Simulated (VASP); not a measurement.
# Lu (P6_3/mmc) in VASP: a series of runs

Lu is run at these levels: PBEsol; tasks: single point.

Everything below comes from runs of VASP 6.6.1. Logs are shortened: lines on timing, memory, paths and dates and some standing lists are left out, and cuts for length are marked.

**1. The cell of the first run**

It takes space group P6_3/mmc (No. 194, hexagonal). Conventional cell: a = 3.556 Å, b = 3.556 Å, c = 5.640 Å, α = 90.00°, β = 90.00°, γ = 120.00°. Lu (site symmetry -6m2) has 12 Lu at 3.49 to 3.56 Å within 4.6 Å.

**2. Single point, PBEsol (30.88 Å³/atom)**

INCAR

```
SYSTEM = Lu
PREC     = Accurate       ! precision mode
ENCUT    = 520            ! plane-wave cutoff, eV
EDIFF    = 1E-7           ! SCF threshold, eV
ISMEAR   = -1             ! smearing method
SIGMA    = 0.03           ! smearing width, eV
LREAL    = .False.        ! projectors in reciprocal space
LASPH    = .True.         ! aspherical terms in the spheres
NELM     = 60             ! most SCF steps
ALGO     = Normal         ! electronic algorithm
ISIF     = 2              ! what is computed and relaxed
LWAVE    = .False.        ! write WAVECAR
LCHARG   = .False.        ! write CHGCAR
GGA      = PS             ! functional
NBANDS   = 32             ! bands
```

KPOINTS

```
Automatic mesh
0
Gamma
  13 13 8
  0 0 0
```

POSCAR

```
Lu
1.0
    3.5560870662      0.0000000000      0.0000000000
   -1.7780435331      3.0796617375      0.0000000000
    0.0000000000      0.0000000000      5.6398531373
Lu
2
Direct
    0.3333333333      0.6666666667      0.2500000000
    0.6666666667      0.3333333333      0.7500000000
```

Potentials or basis: VASP PAW PBE potentials, release 64 (Lu).

Command:

```
$ cat potpaw_PBE.64/Lu/POTCAR > POTCAR
$ mpirun -np 1 vasp_std > vasp.out
```

OUTCAR:

```text
SYSTEM = Lu
   PREC = Accurate
   ENCUT = 520
   EDIFF = 1E-7
   ISMEAR = -1
   LREAL = .False.
   LASPH = .True.
   NELM = 60
   ISIF = 2
   GGA = PS

 ion  position               nearest neighbor table
   1  0.333  0.667  0.250-   2 3.49   2 3.49   2 3.49   2 3.49   2 3.49   2 3.49
   2  0.667  0.333  0.750-   1 3.49   1 3.49   1 3.49   1 3.49   1 3.49   1 3.49

  LATTYP: Found a hexagonal cell.
 ALAT       =     3.5560870662
 C/A-ratio  =     1.5859716121

  Lattice vectors:

 A1 = (   3.5560870662,   0.0000000000,   0.0000000000)
 A2 = (  -1.7780435331,   3.0796617375,   0.0000000000)
 A3 = (   0.0000000000,   0.0000000000,   5.6398531373)

Analysis of symmetry for initial positions (statically):
=====================================================================
 Subroutine PRICEL returns:
 Original cell was already a primitive cell.

 Routine SETGRP: Setting up the symmetry group for a
 hexagonal supercell.

 Subroutine GETGRP returns: Found 24 space group operations
 (whereof 12 operations were pure point group operations)
 out of a pool of 24 trial point group operations.

The static configuration has the point symmetry D_3d.
 The point group associated with its full space group is D_6h.

Analysis of symmetry for dynamics (positions and initial velocities):
=====================================================================
 Subroutine PRICEL returns:
 Original cell was already a primitive cell.

 Routine SETGRP: Setting up the symmetry group for a
 hexagonal supercell.

 Subroutine GETGRP returns: Found 24 space group operations
 (whereof 12 operations were pure point group operations)
 out of a pool of 24 trial point group operations.

The dynamic configuration has the point symmetry D_3d.
 The point group associated with its full space group is D_6h.

 Subroutine INISYM returns: Found 24 space group operations
 (whereof 12 operations are pure point group operations),
 and found     1 'primitive' translations

----------------------------------------------------------------------------------------

                                     Primitive cell

  volume of cell :      61.7651

  direct lattice vectors                    reciprocal lattice vectors
     3.556087066  0.000000000  0.000000000     0.281207963  0.162355493  0.000000000
    -1.778043533  3.079661737  0.000000000     0.000000000  0.324710986  0.000000000
     0.000000000  0.000000000  5.639853137     0.000000000  0.000000000  0.177309582

  length of vectors
[... 80 lines left out ...]
   ENCUT  =  520.0 eV  38.22 Ry    6.18 a.u.   6.61  6.61 10.49*2*pi/ulx,y,z
   NELM   =     60;   NELMIN=  2; NELMDL= -5     # of ELM steps
   EDIFF  = 0.1E-06   stopping-criterion for ELM
   LREAL  =      F    real-space projection
   EDIFFG = 0.1E-05   stopping-criterion for IOM
   NSW    =      0    number of steps for IOM
   IBRION =     -1    ionic relax: 0-MD 1-quasi-New 2-CG
   NFREE  =      0    steps in history (QN), initial steepest desc. (CG)
   ISIF   =      2    stress and relaxation
   ISYM   =      2    0-nonsym 1-usesym 2-fastsym
   POTIM  = 0.5000    time-step for ionic-motion
   TEBEG  =    0.0;   TEEND  =   0.0 temperature during run
   PSTRESS=    0.0 pullay stress
   NELECT =      50.0000    total number of electrons
   NUPDOWN=      -1.0000    fix difference up-down
   EMIN   =  10.00;   EMAX   =-10.00  energy-range for DOS
   EFERMI =   0.00;   METHOD = LEGACY
   ISMEAR =    -1;   SIGMA  =   0.03  broadening in eV -4-tet -1-fermi 0-gaus
   EFERMI_NEDOS =   21; number of points for ismear=-14 and -15
   IALGO  =     38    algorithm
   IMIX   =      4    mixing-type and parameters
     AMIX     =   0.40;   BMIX     =  1.00
     AMIX_MAG =   1.60;   BMIX_MAG =  1.00
  volume/ion in A,a.u.               =      30.88       208.41
  Fermi-wavevector in a.u.,A,eV,Ry     =   1.525751  2.883252 31.673237  2.327917
  Thomas-Fermi vector in A             =   2.633879
   LORBIT       =      0    0 simple, 1 ext, 2 COOP (PROOUT), +10 PAW based schemes
   GGA     = PS    functional components
   LHFCALC =     F    Hartree Fock is set to
   AEXX    =    0.0000 exact exchange contribution
   IVDW    =     0    specifies the selected vdW correction
   LEPSILON=     F    determine dielectric tensor
   LRPA    =     F    only Hartree local field effects (RPA)
 non-spin polarized calculation
  energy-cutoff  :      520.00
  volume of cell :       61.77
 maximum number of plane-waves:      1701
 NGX is ok and might be reduce to    28
   NGX = 13   NGY = 13   NGZ = 21

 number of electron      50.0000004 magnetization

 Free energy of the ion-electron system (eV)
  ---------------------------------------------------
  ext. energy  EPLUGINS =         0.00000000
  ---------------------------------------------------
  free energy    TOTEN  =        -9.80083830 eV

  energy without entropy =       -9.78977272  energy(sigma->0) =       -9.79530551

 E-fermi :   1.8603     XC(G=0): -10.4932

 val. band max:        1.8559266243   @ k =   0.2308   0.1538   0.0000
 cond. band min:       1.8652939866   @ k =   0.3077   0.1538   0.2500
 fundamental gap:      0.0093673623
 Fermi energy:         1.8603274031

 k-point     1 :       0.0000    0.0000    0.0000
  band No.  band energies     occupation
      1     -54.4629      2.00000
      2     -54.4376      2.00000
      3     -25.3251      2.00000
      4     -24.9826      2.00000
      5     -24.9826      2.00000
      6     -24.9175      2.00000
[... 829 lines left out ...]
     31       5.2242      0.00000
     32       5.2343      0.00000

 [... further k-points ...]

------------------------ aborting loop because EDIFF is reached ----------------------------------------

  FORCE on cell =-STRESS in cart. coord.  units (eV):
  Direction    XX          YY          ZZ          XY          YZ          ZX
  --------------------------------------------------------------------------------------
  -------------------------------------------------------------------------------------
  Total       -1.6708112     -1.6708112     -2.0632734      0.0000000      0.0000000      0.0000000
  in kB      -43.3405833    -43.3405833    -53.5209938      0.0000000      0.0000000      0.0000000
  external PRESSURE =     -46.7340534 kB  Pullay stress =       0.0000000 kB

 VOLUME and BASIS-vectors are now :
 -----------------------------------------------------------------------------
  energy-cutoff  :      520.00
  volume of cell :       61.77
      direct lattice vectors                 reciprocal lattice vectors
     3.556087066  0.000000000  0.000000000     0.281207963  0.162355493  0.000000000
    -1.778043533  3.079661737  0.000000000     0.000000000  0.324710986  0.000000000
     0.000000000  0.000000000  5.639853137     0.000000000  0.000000000  0.177309582

 POSITION                                       TOTAL-FORCE (eV/Angst)
 -----------------------------------------------------------------------------------
     -0.00000      2.05311      1.40996        -0.000000      0.000000      0.000000
      1.77804      1.02655      4.22989         0.000000     -0.000000      0.000000
 -----------------------------------------------------------------------------------
    total drift:                               -0.000000      0.000000     -0.000000

  FREE ENERGIE OF THE ION-ELECTRON SYSTEM (eV)
  ---------------------------------------------------
  free  energy   TOTEN  =        -9.8008383023 eV

  energy  without entropy=       -9.7897727239  energy(sigma->0) =       -9.79530551
```

Wall time 2.6 min (1 thread of Intel Xeon Platinum 8488C (Sapphire Rapids), shared host); peak memory 0.3 GiB.

Results:

* Free energy: -9.8008 eV
* Pressure: -4.7 GPa
* Band gap on the k mesh: zero (bands 25 and 26 overlap by 1.65 eV)

Stress tensor (GPa, compression positive):
```
-4.33  0.00  0.00
 0.00 -4.33  0.00
 0.00  0.00 -5.35
```

Caveat: the cell stands under tension; the PAW data sets were made with another functional, which shifts forces and pressure a little; spin-orbit coupling is left out, which moves the levels of the heavy elements.

**3. Single point, PBEsol (28.51 Å³/atom)**

This run uses another cell than the first one, of 28.51 Å³/atom.

INCAR

```
ALGO = Normal ; EDIFF = 1E-6
ENCUT = 520 ; GGA = PS
ISIF = 2 ; ISMEAR = -1
LASPH = True ; LCHARG = False
LREAL = False ; LWAVE = False
NBANDS = 32 ; NELM = 100
PREC = Accurate ; SIGMA = 0.03
```

KPOINTS

```
k-points
0
Gamma
  13 13 8
```

POSCAR

```
Lu
1.0
    3.4624620083      0.0000000000      0.0000000000
   -1.7312310041      2.9985800589      0.0000000000
    0.0000000000      0.0000000000      5.4913664532
Lu
2
Direct
    0.3333333333      0.6666666667      0.2500000000
    0.6666666667      0.3333333333      0.7500000000
```

Potentials or basis: VASP PAW PBE potentials, release 64 (Lu).

Command:

```
$ cat potpaw_PBE.64/Lu/POTCAR > POTCAR
$ mpirun -np 1 vasp_std > vasp.out
```

Run time: 1.7 min. Hardware: 1 thread of Intel Xeon Platinum 8488C (Sapphire Rapids), shared host; peak memory 0.29 GiB.

It converged, with:

| Property | Result |
| --- | --- |
| Free energy | -9.8942 eV |
| Pressure | -1.6 GPa |
| Band gap on the k mesh | zero (bands 25 and 26 overlap by 1.74 eV) |

Stress tensor (GPa, compression positive):
```
-1.10  0.00  0.00
 0.00 -1.10  0.00
 0.00  0.00 -2.59
```

Levels at points of the mesh, in eV from the Fermi level:
| k point | band 23 | band 24 | band 25 | band 26 | band 27 | band 28 |
| --- | --- | --- | --- | --- | --- | --- |
| (0.00, 0.00, 0.00) | -4.79 | -2.49 | 0.65 | 2.22 | 2.22 | 2.49 |
| (0.00, 0.00, 0.50) | -4.42 | -4.42 | 1.15 | 1.15 | 2.14 | 2.14 |

Caveat: the PAW data sets were made with another functional, which shifts forces and pressure a little; spin-orbit coupling is left out, which moves the levels of the heavy elements.

**4. Single point, PBEsol (equal xx and yy strain of -2 %)**

INCAR

```
SYSTEM = Lu
PREC = Accurate
ENCUT = 520
EDIFF = 1E-7
ISMEAR = -1
SIGMA = 0.03
LREAL = .False.
LASPH = .True.
NELM = 80
ALGO = Normal
ISIF = 2
LWAVE = .False.
LCHARG = .False.
GGA = PS
NBANDS = 32
```

KPOINTS

```
regular mesh
0
Gamma
  13 13 8
  0 0 0
```

POSCAR

```
Lu
1.0
    3.4397009116      0.0000000000      0.0000000000
   -1.7198504558      2.9788683709      0.0000000000
    0.0000000000      0.0000000000      5.5666000000
Lu
2
Direct
    0.3333333333      0.6666666667      0.2500000000
    0.6666666667      0.3333333333      0.7500000000
```

Potentials or basis: VASP PAW PBE potentials, release 64 (Lu).

Command:

```
$ cat potpaw_PBE.64/Lu/POTCAR > POTCAR
$ mpirun -np 1 vasp_std > vasp.out
```

OUTCAR:

```text
SYSTEM = Lu
   PREC = Accurate
   ENCUT = 520
   EDIFF = 1E-7
   ISMEAR = -1
   LREAL = .False.
   LASPH = .True.
   NELM = 80
   ISIF = 2
   GGA = PS

 ion  position               nearest neighbor table
   1  0.333  0.667  0.250-   2 3.42   2 3.42   2 3.42   2 3.42   2 3.42   2 3.42
   2  0.667  0.333  0.750-   1 3.42   1 3.42   1 3.42   1 3.42   1 3.42   1 3.42

  LATTYP: Found a hexagonal cell.
 ALAT       =     3.4397009116
 C/A-ratio  =     1.6183383797

  Lattice vectors:

 A1 = (   3.4397009116,   0.0000000000,   0.0000000000)
 A2 = (  -1.7198504558,   2.9788683709,   0.0000000000)
 A3 = (   0.0000000000,   0.0000000000,   5.5666000000)

Analysis of symmetry for initial positions (statically):
=====================================================================
 Subroutine PRICEL returns:
 Original cell was already a primitive cell.

 Routine SETGRP: Setting up the symmetry group for a
 hexagonal supercell.

 Subroutine GETGRP returns: Found 24 space group operations
 (whereof 12 operations were pure point group operations)
 out of a pool of 24 trial point group operations.

The static configuration has the point symmetry D_3d.
[... 160 lines left out ...]

  energy without entropy =       -9.87393258  energy(sigma->0) =       -9.87894704

 E-fermi :   2.1645     XC(G=0): -10.8765

 val. band max:        2.1644562567   @ k =   0.3846  -0.0000   0.0000
 cond. band min:       2.1702263120   @ k =   0.2308   0.2308   0.3750
 fundamental gap:      0.0057700553
 Fermi energy:         2.1645309056

 k-point     1 :       0.0000    0.0000    0.0000
  band No.  band energies     occupation
      1     -53.9712      2.00000
      2     -53.9373      2.00000
      3     -24.9080      2.00000
      4     -24.4548      2.00000
      5     -24.4548      2.00000
      6     -24.3794      2.00000
[... 829 lines left out ...]
     31       5.6866      0.00000
     32       5.7806      0.00000

 [... further k-points ...]

------------------------ aborting loop because EDIFF is reached ----------------------------------------

  FORCE on cell =-STRESS in cart. coord.  units (eV):
  Direction    XX          YY          ZZ          XY          YZ          ZX
  --------------------------------------------------------------------------------------
  -------------------------------------------------------------------------------------
  Total       -0.2185851     -0.2185851     -1.2054593      0.0000000      0.0000000      0.0000000
  in kB       -6.1400106     -6.1400106    -33.8611055      0.0000000      0.0000000      0.0000000
  external PRESSURE =     -15.3803755 kB  Pullay stress =       0.0000000 kB

 VOLUME and BASIS-vectors are now :
 -----------------------------------------------------------------------------
  energy-cutoff  :      520.00
  volume of cell :       57.04
      direct lattice vectors                 reciprocal lattice vectors
     3.439700912  0.000000000  0.000000000     0.290722951  0.167848974  0.000000000
    -1.719850456  2.978868371  0.000000000     0.000000000  0.335697948  0.000000000
     0.000000000  0.000000000  5.566600000     0.000000000  0.000000000  0.179642870

 POSITION                                       TOTAL-FORCE (eV/Angst)
 -----------------------------------------------------------------------------------
     -0.00000      1.98591      1.39165        -0.000000      0.000000      0.000000
      1.71985      0.99296      4.17495         0.000000     -0.000000      0.000000
 -----------------------------------------------------------------------------------
    total drift:                               -0.000000      0.000000     -0.000000

  FREE ENERGIE OF THE ION-ELECTRON SYSTEM (eV)
  ---------------------------------------------------
  free  energy   TOTEN  =        -9.8839614995 eV

  energy  without entropy=       -9.8739325794  energy(sigma->0) =       -9.87894704
```

It took 2 min on 1 thread of Intel Xeon Platinum 8488C (Sapphire Rapids), shared host; peak memory 0.29 GiB.

Results:

| Item | Value |
| --- | --- |
| Free energy | -9.8840 eV |
| Pressure | -1.5 GPa |
| Band gap on the k mesh | zero (bands 25 and 26 overlap by 1.61 eV) |

Stress tensor (GPa, compression positive):
```
-0.61  0.00  0.00
 0.00 -0.61  0.00
 0.00  0.00 -3.39
```

Caveat: the cell differs from its parent crystal (equal xx and yy strain of -2 %); the PAW data sets were made with another functional, which shifts forces and pressure a little; spin-orbit coupling is left out, which moves the levels of the heavy elements.

**5. Single point, PBEsol (zz strain of -2 %)**

INCAR

```
SYSTEM = Lu
  PREC = Accurate
  ENCUT = 520
  EDIFF = 1E-6
  ISMEAR = -1
  SIGMA = 0.03
  LREAL = .FALSE.
  LASPH = .TRUE.
  NELM = 60
  ALGO = Normal
  ISIF = 2
  LWAVE = .FALSE.
  LCHARG = .FALSE.
  GGA = PS
  NBANDS = 32
```

KPOINTS

```
regular mesh
0
G
  13 13 8
  0 0 0
```

POSCAR

```
Lu
1.0
    3.5098988894      0.0000000000      0.0000000000
   -1.7549494447      3.0396616030      0.0000000000
    0.0000000000      0.0000000000      5.4552680000
Lu
2
Direct
    0.3333333333      0.6666666667      0.2500000000
    0.6666666667      0.3333333333      0.7500000000
```

Command:

```
$ cat potpaw_PBE.64/Lu/POTCAR > POTCAR
$ mpirun -np 1 vasp_std > vasp.out
```

Run time: 1.8 min. Hardware: 1 thread of Intel Xeon Platinum 8488C (Sapphire Rapids), shared host; peak memory 0.29 GiB.

The run converged. Its results:

| Property | Result |
| --- | --- |
| Free energy | -9.8834 eV |
| Pressure | -2.5 GPa |
| Band gap on the k mesh | zero (bands 25 and 26 overlap by 1.86 eV) |

Stress tensor (GPa, compression positive):
```
-2.51  0.00  0.00
 0.00 -2.51  0.00
 0.00  0.00 -2.63
```

Levels at points of the mesh, in eV from the Fermi level:
| k point | band 22 | band 23 | band 24 | band 25 | band 26 | band 27 | band 28 | band 29 |
| --- | --- | --- | --- | --- | --- | --- | --- | --- |
| (0.00, 0.00, 0.00) | -4.83 | -4.82 | -2.38 | 0.73 | 2.16 | 2.16 | 2.64 | 2.91 |
| (0.00, 0.00, 0.50) | -4.83 | -4.34 | -4.34 | 1.24 | 1.24 | 2.06 | 2.06 | 2.06 |

Caveat: the cell differs from its parent crystal (zz strain of -2 %); the PAW data sets were made with another functional, which shifts forces and pressure a little; spin-orbit coupling is left out, which moves the levels of the heavy elements.

(Part 1 of 2 ends here.)
